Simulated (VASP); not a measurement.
# SnO2 (I4_1/amd) in VASP: settings compared

The runs below take SnO2 through relaxation of cell and atoms, with BLYP+D3(BJ), PBEsol.

Everything below comes from runs of VASP 6.6.1. Logs are shortened: lines on timing, memory, paths and dates and some standing lists are left out, and cuts for length are marked.

## 1. The cell of the first run

It takes space group I4_1/amd (No. 141, tetragonal). Conventional cell: a = 4.000 Å, b = 4.000 Å, c = 10.247 Å, α = 90.00°, β = 90.00°, γ = 90.00°. Sn (site symmetry -4m2) has 6 O at 2.06 to 2.09 Å within 2.7 Å. Within 2.7 Å of O (site symmetry 2mm) lie 3 Sn at 2.06 to 2.09 Å and 2 O at 2.57 Å.

## 2. Relaxation of cell and atoms, BLYP+D3(BJ)

Input file INCAR:

```
SYSTEM = SnO2
AGGAC = 1.0
AGGAX = 1.0
ALDAC = 0.0
ALDAX = 1.0
ALGO = Normal
EDIFF = 1E-7
EDIFFG = -0.01
ENCUT = 600
GGA = B5
IBRION = 2
ISIF = 3
ISMEAR = 1
IVDW = 12
LASPH = .TRUE.
LCHARG = .FALSE.
LREAL = .FALSE.
LWAVE = .FALSE.
NELM = 60
NSW = 80
PREC = Accurate
SIGMA = 0.02
VDW_A1 = 0.4298
VDW_A2 = 4.2359
VDW_S6 = 1.0
VDW_S8 = 2.6996
```

Input file KPOINTS:

```
k-points
0
G
  6 6 6
  0 0 0
```

Input file POSCAR:

```
SnO2
1.0
   -2.0000690000      2.0000690000      5.1236790000
    2.0000690000     -2.0000690000      5.1236790000
    2.0000690000      2.0000690000     -5.1236790000
Sn O
2 4
Direct
    0.7500000000      0.2500000000      0.5000000000
    0.0000000000      0.0000000000      0.0000000000
    0.7965230000      0.7965230000      0.0000000000
    0.9534770000      0.4534770000      0.5000000000
    0.2034770000      0.2034770000      0.0000000000
    0.5465230000      0.0465230000      0.5000000000
```

Potentials or basis: VASP PAW PBE potentials, release 64 (Sn_d, O).

On the command line:

```bash
cat potpaw_PBE.64/Sn_d/POTCAR potpaw_PBE.64/O/POTCAR > POTCAR
mpirun -np 1 vasp_std > vasp.out
```

OUTCAR:

```text
SYSTEM = SnO2
   EDIFF = 1E-7
   EDIFFG = -0.01
   ENCUT = 600
   GGA = B5
   IBRION = 2
   ISIF = 3
   ISMEAR = 1
   IVDW = 12
   LASPH = .TRUE.
   LREAL = .FALSE.
   NELM = 60
   NSW = 80
   PREC = Accurate
 IVDW          = 12

 ion  position               nearest neighbor table
   1  0.750  0.250  0.500-   3 2.06   5 2.06   3 2.06   5 2.06   4 2.09   6 2.09   2 3.25   2 3.25
                             2 3.25   2 3.25
   2  0.000  0.000  0.000-   6 2.06   4 2.06   6 2.06   4 2.06   3 2.09   5 2.09   1 3.25   1 3.25
                             1 3.25   1 3.25
   3  0.797  0.797  0.000-   1 2.06   1 2.06   2 2.09
   4  0.953  0.453  0.500-   2 2.06   2 2.06   1 2.09
   5  0.203  0.203  0.000-   1 2.06   1 2.06   2 2.09
   6  0.547  0.047  0.500-   2 2.06   2 2.06   1 2.09

  LATTYP: Found a body centered tetragonal cell.
 ALAT       =     4.0001380000
 C/A-ratio  =     2.5617511196

  Lattice vectors:

 A1 = (  -2.0000690000,   2.0000690000,   5.1236790000)
 A2 = (   2.0000690000,  -2.0000690000,   5.1236790000)
 A3 = (   2.0000690000,   2.0000690000,  -5.1236790000)

Analysis of symmetry for initial positions (statically):
=====================================================================
 Subroutine PRICEL returns:
 Original cell was already a primitive cell.

 Routine SETGRP: Setting up the symmetry group for a
 body centered tetragonal supercell.

 Subroutine GETGRP returns: Found 16 space group operations
 (whereof  8 operations were pure point group operations)
 out of a pool of 16 trial point group operations.

The static configuration has the point symmetry D_2d.
 The point group associated with its full space group is D_4h.

Analysis of symmetry for dynamics (positions and initial velocities):
=====================================================================
 Subroutine PRICEL returns:
 Original cell was already a primitive cell.

 Routine SETGRP: Setting up the symmetry group for a
 body centered tetragonal supercell.

 Subroutine GETGRP returns: Found 16 space group operations
 (whereof  8 operations were pure point group operations)
 out of a pool of 16 trial point group operations.

The dynamic configuration has the point symmetry D_2d.
 The point group associated with its full space group is D_4h.

 Subroutine INISYM returns: Found 16 space group operations
 (whereof  8 operations are pure point group operations),
 and found     1 'primitive' translations

----------------------------------------------------------------------------------------

                                     Primitive cell

  volume of cell :      81.9845

  direct lattice vectors                    reciprocal lattice vectors
    -2.000069000  2.000069000  5.123679000     0.000000000  0.249991375  0.097586129
     2.000069000 -2.000069000  5.123679000     0.249991375  0.000000000  0.097586129
     2.000069000  2.000069000 -5.123679000     0.249991375  0.249991375  0.000000000

  length of vectors
     5.852575374  5.852575374  5.852575374     0.268363076  0.268363076  0.353541193

  position of ions in fractional coordinates (direct lattice)
     0.750000000  0.250000000  0.500000000
     0.000000000  0.000000000  0.000000000
     0.796523000  0.796523000  0.000000000
     0.953477000  0.453477000  0.500000000
     0.203477000  0.203477000  0.000000000
     0.546523000  0.046523000  0.500000000

  ion indices of the primitive-cell ions
   primitive index   ion index
                 1           1
                 2           2
                 3           3
                 4           4
                 5           5
                 6           6

----------------------------------------------------------------------------------------

 KPOINTS: k-points

Automatic generation of k-mesh.
 Grid dimensions read from file:
 generate k-points for:    6    6    6

 Generating k-lattice:

  Cartesian coordinates                     Fractional coordinates (reciprocal lattice)
     0.000000000  0.041665229  0.016264355     0.166666667  0.000000000  0.000000000
     0.041665229  0.000000000  0.016264355     0.000000000  0.166666667  0.000000000
     0.041665229  0.041665229  0.000000000     0.000000000  0.000000000  0.166666667

  Length of vectors
     0.044727179  0.044727179  0.058923532

  Shift w.r.t. Gamma in fractional coordinates (k-lattice)
     0.000000000  0.000000000  0.000000000

 Subroutine IBZKPT returns following result:
 ===========================================

 Found     30 irreducible k-points:

 Following reciprocal coordinates:
            Coordinates               Weight
  0.000000  0.000000  0.000000      1.000000
  0.166667  0.000000 -0.000000      8.000000
  0.333333 -0.000000  0.000000      8.000000
  0.500000  0.000000  0.000000      4.000000
  0.166667  0.166667  0.000000      8.000000
  0.333333  0.166667  0.000000     16.000000
[... 16 lines left out ...]
 -0.333333 -0.333333  0.166667      8.000000
 -0.166667 -0.333333  0.166667      8.000000
 [... further k-points ...]
   k-points           NKPTS =     30   k-points in BZ     NKDIM =     30   number of bands    NBANDS=     31
   number of dos      NEDOS =    301   number of ions     NIONS =      6
   total plane-waves  NPLWV = 110592
   dimension x,y,z NGX =    48 NGY =   48 NGZ =   48
   dimension x,y,z NGXF=    96 NGYF=   96 NGZF=   96
   ions per type =               2   4
   NGX,Y,Z   is equivalent  to a cutoff of  13.63, 13.63, 13.63 a.u.
   NGXF,Y,Z  is equivalent  to a cutoff of  27.27, 27.27, 27.27 a.u.
 SYSTEM =  SnO2
   PREC   = accura    normal or accurate (medium, high low for compatibility)
   ISTART =      0    job   : 0-new  1-cont  2-samecut
   ICHARG =      2    charge: 1-file 2-atom 10-const
   ISPIN  =      1    spin polarized calculation?
   LNONCOLLINEAR =      F non collinear calculations
   LSORBIT =      F    spin-orbit coupling
   LASPH  =      T    aspherical Exc in radial PAW
   ENCUT  =  600.0 eV  44.10 Ry    6.64 a.u.  11.69 11.69 11.69*2*pi/ulx,y,z
   NELM   =     60;   NELMIN=  2; NELMDL= -5     # of ELM steps
   EDIFF  = 0.1E-06   stopping-criterion for ELM
   LREAL  =      F    real-space projection
   EDIFFG = -.1E-01   stopping-criterion for IOM
   NSW    =     80    number of steps for IOM
   IBRION =      2    ionic relax: 0-MD 1-quasi-New 2-CG
   NFREE  =      1    steps in history (QN), initial steepest desc. (CG)
   ISIF   =      3    stress and relaxation
   ISYM   =      2    0-nonsym 1-usesym 2-fastsym
   POTIM  = 0.5000    time-step for ionic-motion
   TEBEG  =    0.0;   TEEND  =   0.0 temperature during run
   PSTRESS=    0.0 pullay stress
   NELECT =      52.0000    total number of electrons
   NUPDOWN=      -1.0000    fix difference up-down
   EMIN   =  10.00;   EMAX   =-10.00  energy-range for DOS
   EFERMI =   0.00;   METHOD = LEGACY
   ISMEAR =     1;   SIGMA  =   0.02  broadening in eV -4-tet -1-fermi 0-gaus
   EFERMI_NEDOS =   21; number of points for ismear=-14 and -15
   IALGO  =     38    algorithm
   IMIX   =      4    mixing-type and parameters
     AMIX     =   0.40;   BMIX     =  1.00
     AMIX_MAG =   1.60;   BMIX_MAG =  1.00
  volume/ion in A,a.u.               =      13.66        92.21
  Fermi-wavevector in a.u.,A,eV,Ry     =   1.406583  2.658056 26.918792  1.978475
  Thomas-Fermi vector in A             =   2.528929
   LORBIT       =      0    0 simple, 1 ext, 2 COOP (PROOUT), +10 PAW based schemes
   GGA     = B5    functional components
   LHFCALC =     F    Hartree Fock is set to
   AEXX    =    0.0000 exact exchange contribution
   IVDW    =    12    specifies the selected vdW correction
   LEPSILON=     F    determine dielectric tensor
   LRPA    =     F    only Hartree local field effects (RPA)
 conjugate gradient relaxation of ions
 non-spin polarized calculation
 Methfessel and Paxton  Order N= 1 SIGMA  =   0.02
  energy-cutoff  :      600.00
  volume of cell :       81.98
 maximum number of plane-waves:      2770
   NGX = 23   NGY = 23   NGZ = 23

--------------------------------------- Ionic step        1  -------------------------------------------

 number of electron      52.0000007 magnetization

 Free energy of the ion-electron system (eV)
  ---------------------------------------------------
  ext. energy  EPLUGINS =         0.00000000
  ---------------------------------------------------
  free energy    TOTEN  =       -34.42592080 eV

  energy without entropy =      -34.42597173  energy(sigma->0) =      -34.42593778

------------------------ aborting loop because EDIFF is reached ----------------------------------------

 Edisp (eV)   -2.48719

 E8    (eV) :    -1.7484

  FORCE on cell =-STRESS in cart. coord.  units (eV):
  Direction    XX          YY          ZZ          XY          YZ          ZX
  --------------------------------------------------------------------------------------
  -------------------------------------------------------------------------------------
  Total       2.77279     2.77279     3.38715     0.00000     0.00000     0.00000
  in kB      54.18705    54.18705    66.19323     0.00000     0.00000     0.00000
  external pressure =       58.19 kB  Pullay stress =        0.00 kB
[... 157 lines left out ...]
  energy  without entropy=      -36.9618920473  energy(sigma->0) =      -36.96184134

--------------------------------------- Ionic step        5  -------------------------------------------

 number of electron      52.0000000 magnetization

 Free energy of the ion-electron system (eV)
  ---------------------------------------------------
  ext. energy  EPLUGINS =         0.00000000
  ---------------------------------------------------
  free energy    TOTEN  =       -34.56664969 eV

  energy without entropy =      -34.56672607  energy(sigma->0) =      -34.56667515

 E-fermi :   4.0322     XC(G=0):  -9.7298

 val. band max:        4.0165597582   @ k =   0.3333   0.3333   0.1667
 cond. band min:       5.3520383817   @ k =   0.0000   0.0000   0.0000
 fundamental gap:      1.3354786235
 Fermi energy:         4.0322215469

 k-point     1 :       0.0000    0.0000    0.0000
  band No.  band energies     occupation
      1     -16.3428      2.00000
      2     -16.3198      2.00000
      3     -16.2160      2.00000
      4     -15.7142      2.00000
      5     -15.6392      2.00000
      6     -15.6392      2.00000
[... 805 lines left out ...]
     30      13.0471      0.00000
     31      14.8036      0.00000

 [... further k-points ...]

------------------------ aborting loop because EDIFF is reached ----------------------------------------

 Edisp (eV)   -2.39609

 E8    (eV) :    -1.6833

  FORCE on cell =-STRESS in cart. coord.  units (eV):
  Direction    XX          YY          ZZ          XY          YZ          ZX
  --------------------------------------------------------------------------------------
  -------------------------------------------------------------------------------------
  Total       0.00807     0.00807     0.05517     0.00000     0.00000     0.00000
  in kB       0.15247     0.15247     1.04300     0.00000     0.00000     0.00000
  external pressure =        0.45 kB  Pullay stress =        0.00 kB
[... 21 lines left out ...]
  FREE ENERGIE OF THE ION-ELECTRON SYSTEM (eV)
  ---------------------------------------------------
  free  energy   TOTEN  =       -36.9627367296 eV

  energy  without entropy=      -36.9628131058  energy(sigma->0) =      -36.96276219

 reached required accuracy - stopping structural energy minimisation
```

It took 10 min on 1 thread of AMD EPYC 9R45 (Zen 5), shared host; peak memory 0.34 GiB.

Results:

```
Free energy                           : -36.9627 eV
Relaxed volume                        : 14.13 Å³/atom
Relaxed cell                          : a = 5.915 Å, b = 5.915 Å, c = 5.915 Å, α = 140.01°, β = 140.01°, γ = 57.84°
Space group after relaxing (to 0.1 Å) : I4_1/amd (No. 141)
Energy gained by relaxing             : 8.3 meV/atom
Ionic steps                           : 5
Pressure after relaxing               : 0.0 GPa
Largest force after relaxing          : 0.004 eV/Å
Band gap on the k mesh                : 1.34 eV (least direct gap 1.69 eV)
Dispersion energy per atom            : -0.399 eV
```

Forces in eV/Å, atoms in the order of the input:
```
Sn   0.000  0.000  0.000
Sn   0.000  0.000  0.000
O    0.000  0.000  0.004
O    0.000  0.000 -0.004
O    0.000  0.000 -0.004
O    0.000  0.000  0.004
```

Stress tensor (GPa, compression positive):
```
0.02 0.00 0.00
0.00 0.02 0.00
0.00 0.00 0.10
```

The path:
| step | energy change (eV) | largest force (eV/Å) | pressure (GPa) | volume (Å³) |
| --- | --- | --- | --- | --- |
| 1 | 0.0000 | 0.2068 | 5.82 | 81.98 |
| 2 | 0.0202 | 0.3568 | -5.77 | 88.01 |
| 3 | -0.0487 | 0.0736 | 0.06 | 84.65 |
| 4 | -0.0487 | 0.0685 | 0.16 | 84.60 |
| 5 | -0.0496 | 0.0045 | 0.04 | 84.75 |

Final structure:
```
Sn O
1.0
    -2.02292    2.02292    5.17768
     2.02292   -2.02292    5.17768
     2.02292    2.02292   -5.17768
Sn O
2 4
Direct
  0.75000 0.25000 0.50000
  0.00000 0.00000 0.00000
  0.79636 0.79636 0.00000
  0.95364 0.45364 0.50000
  0.20364 0.20364 0.00000
  0.54636 0.04636 0.50000
```

Caveat: the PAW data sets were made with another functional, which shifts forces and pressure a little; spin-orbit coupling is left out, which moves the levels of the heavy elements. A k mesh can miss the band edges.

## 3. Relaxation of cell and atoms, PBEsol

Input file INCAR:

```
SYSTEM = SnO2
PREC = Accurate
ENCUT = 600
EDIFF = 1E-6
ISMEAR = 1
SIGMA = 0.02
LREAL = .False.
LASPH = .True.
NELM = 80
ALGO = Normal
ISIF = 3
LWAVE = .False.
LCHARG = .False.
GGA = PS
IBRION = 2
NSW = 80
EDIFFG = -0.01
```

Input file KPOINTS:

```
regular mesh
0
Gamma
  6 6 6
  0 0 0
```

POSCAR is that of step 2.

Potentials or basis: VASP PAW PBE potentials, release 64 (Sn_d, O).

On the command line:

```bash
cat potpaw_PBE.64/Sn_d/POTCAR potpaw_PBE.64/O/POTCAR > POTCAR
mpirun -np 1 vasp_std > vasp.out
```

OUTCAR:

```text
SYSTEM = SnO2
   PREC = Accurate
   ENCUT = 600
   EDIFF = 1E-6
   ISMEAR = 1
   LREAL = .False.
   LASPH = .True.
   NELM = 80
   ISIF = 3
   GGA = PS
   IBRION = 2
   NSW = 80
   EDIFFG = -0.01

 ion  position               nearest neighbor table
   1  0.750  0.250  0.500-   3 2.06   5 2.06   3 2.06   5 2.06   4 2.09   6 2.09   2 3.25   2 3.25
                             2 3.25   2 3.25
   2  0.000  0.000  0.000-   6 2.06   4 2.06   6 2.06   4 2.06   3 2.09   5 2.09   1 3.25   1 3.25
                             1 3.25   1 3.25
   3  0.797  0.797  0.000-   1 2.06   1 2.06   2 2.09
   4  0.953  0.453  0.500-   2 2.06   2 2.06   1 2.09
   5  0.203  0.203  0.000-   1 2.06   1 2.06   2 2.09
   6  0.547  0.047  0.500-   2 2.06   2 2.06   1 2.09

  LATTYP: Found a body centered tetragonal cell.
 ALAT       =     4.0001380000
 C/A-ratio  =     2.5617511196

  Lattice vectors:
[... 356 lines left out ...]
  free energy    TOTEN  =       -39.23067328 eV

  energy without entropy =      -39.23073761  energy(sigma->0) =      -39.23069472

 E-fermi :   3.8415     XC(G=0): -10.5096

 val. band max:        3.8253823645   @ k =   0.3333   0.3333   0.1667
 cond. band min:       5.3436613747   @ k =   0.0000   0.0000   0.0000
 fundamental gap:      1.5182790102
 Fermi energy:         3.8414676422

 k-point     1 :       0.0000    0.0000    0.0000
  band No.  band energies     occupation
      1     -16.4766      2.00000
      2     -16.4489      2.00000
      3     -16.3131      2.00000
      4     -15.7717      2.00000
      5     -15.6649      2.00000
      6     -15.6649      2.00000
[... 805 lines left out ...]
     30      12.7620      0.00000
     31      14.6761      0.00000

 [... further k-points ...]

------------------------ aborting loop because EDIFF is reached ----------------------------------------

  FORCE on cell =-STRESS in cart. coord.  units (eV):
  Direction    XX          YY          ZZ          XY          YZ          ZX
  --------------------------------------------------------------------------------------
  -------------------------------------------------------------------------------------
  Total       -0.0147352     -0.0147352      0.0392531      0.0000000      0.0000000      0.0000000
  in kB       -0.2857362     -0.2857362      0.7611722      0.0000000      0.0000000      0.0000000
  external PRESSURE =       0.0632333 kB  Pullay stress =       0.0000000 kB
[... 21 lines left out ...]
  FREE ENERGIE OF THE ION-ELECTRON SYSTEM (eV)
  ---------------------------------------------------
  free  energy   TOTEN  =       -39.2306732813 eV

  energy  without entropy=      -39.2307376057  energy(sigma->0) =      -39.23069472

 reached required accuracy - stopping structural energy minimisation
```

OSZICAR:

```text
N       E                     dE             d eps       ncg     rms          rms(c)
DAV:   1     0.699594206774E+03    0.69959E+03   -0.28541E+04  2008   0.276E+03
DAV:   2     0.669793843531E+02   -0.63261E+03   -0.60940E+03  2117   0.732E+02
DAV:   3    -0.388922976464E+02   -0.10587E+03   -0.10315E+03  2126   0.240E+02
[... 40 lines left out ...]
DAV:   1    -0.392307498855E+02   -0.15987E-03   -0.27768E-02  2020   0.116E+00    0.745E-02
DAV:   2    -0.392307391022E+02    0.10783E-04   -0.11786E-03  2307   0.311E-01    0.418E-02
DAV:   3    -0.392306751764E+02    0.63926E-04   -0.77711E-05  2353   0.111E-01    0.122E-02
DAV:   4    -0.392306733838E+02    0.17926E-05   -0.36526E-05  2544   0.489E-02    0.335E-03
DAV:   5    -0.392306732813E+02    0.10251E-06   -0.33345E-06  1722   0.190E-02
   5 F= -.39230673E+02 E0= -.39230695E+02  d E =-.388125E-03
```

CONTCAR:

```text
SnO2
   1.00000000000000
    -2.0078020434048249    2.0078020434048249    5.1238954982298370
     2.0078020434048249   -2.0078020434048249    5.1238954982298370
     2.0078020434048249    2.0078020434048249   -5.1238954982298370
  Sn              O
     2     4
Direct
     0.7500000000000000    0.2500000000000000    0.5000000000000000
     0.0000000000000000    0.0000000000000000    0.0000000000000000
     0.7968742446685605    0.7968742446685605    0.0000000000000000
     0.9531257553314395    0.4531257553314395    0.5000000000000000
     0.2031257553314395    0.2031257553314395    0.0000000000000000
     0.5468742446685605    0.0468742446685605    0.5000000000000000

  0.00000000E+00  0.00000000E+00  0.00000000E+00
  0.00000000E+00  0.00000000E+00  0.00000000E+00
  0.00000000E+00  0.00000000E+00  0.00000000E+00
  0.00000000E+00  0.00000000E+00  0.00000000E+00
  0.00000000E+00  0.00000000E+00  0.00000000E+00
  0.00000000E+00  0.00000000E+00  0.00000000E+00
```

It took 5.7 min on 1 thread of AMD EPYC 9R45 (Zen 5), shared host; peak memory 0.33 GiB.

What came out:

* Free energy: -39.2307 eV
* Relaxed volume: 13.77 Å³/atom
* Relaxed cell: a = 5.858 Å, b = 5.858 Å, c = 5.858 Å, α = 139.91°, β = 139.91°, γ = 57.99°
* Space group after relaxing (to 0.1 Å): I4_1/amd (No. 141)
* Energy gained by relaxing: 0.5 meV/atom
* Ionic steps: 5
* Pressure after relaxing: 0.0 GPa
* Largest force after relaxing: 0.009 eV/Å
* Band gap on the k mesh: 1.52 eV (least direct gap 1.88 eV)

Forces in eV/Å, atoms in the order of the input:
```
Sn   0.000  0.000  0.000
Sn   0.000  0.000  0.000
O    0.000  0.000  0.009
O    0.000  0.000 -0.009
O    0.000  0.000 -0.009
O    0.000  0.000  0.009
```

The path:
| step | energy change (eV) | largest force (eV/Å) | pressure (GPa) | volume (Å³) |
| --- | --- | --- | --- | --- |
| 1 | 0.0000 | 0.0574 | 1.12 | 81.98 |
| 2 | -0.0014 | 0.0581 | -1.07 | 83.12 |
| 3 | -0.0028 | 0.0574 | -0.19 | 82.65 |
| 4 | -0.0031 | 0.0163 | 0.09 | 82.61 |
| 5 | -0.0032 | 0.0088 | 0.01 | 82.62 |

Final structure:
```yaml
crystal:
  lattice:
    - [-2.00780, 2.00780, 5.12390]
    - [2.00780, -2.00780, 5.12390]
    - [2.00780, 2.00780, -5.12390]
  atoms:
    - { symbol: Sn, position: [0.75000, 0.25000, 0.50000] }
    - { symbol: Sn, position: [0.00000, 0.00000, 0.00000] }
    - { symbol: O, position: [0.79687, 0.79687, 0.00000] }
    - { symbol: O, position: [0.95313, 0.45313, 0.50000] }
    - { symbol: O, position: [0.20313, 0.20313, 0.00000] }
    - { symbol: O, position: [0.54687, 0.04687, 0.50000] }
```

Caveat: the PAW data sets were made with another functional, which shifts forces and pressure a little; spin-orbit coupling is left out, which moves the levels of the heavy elements. A k mesh can miss the band edges.
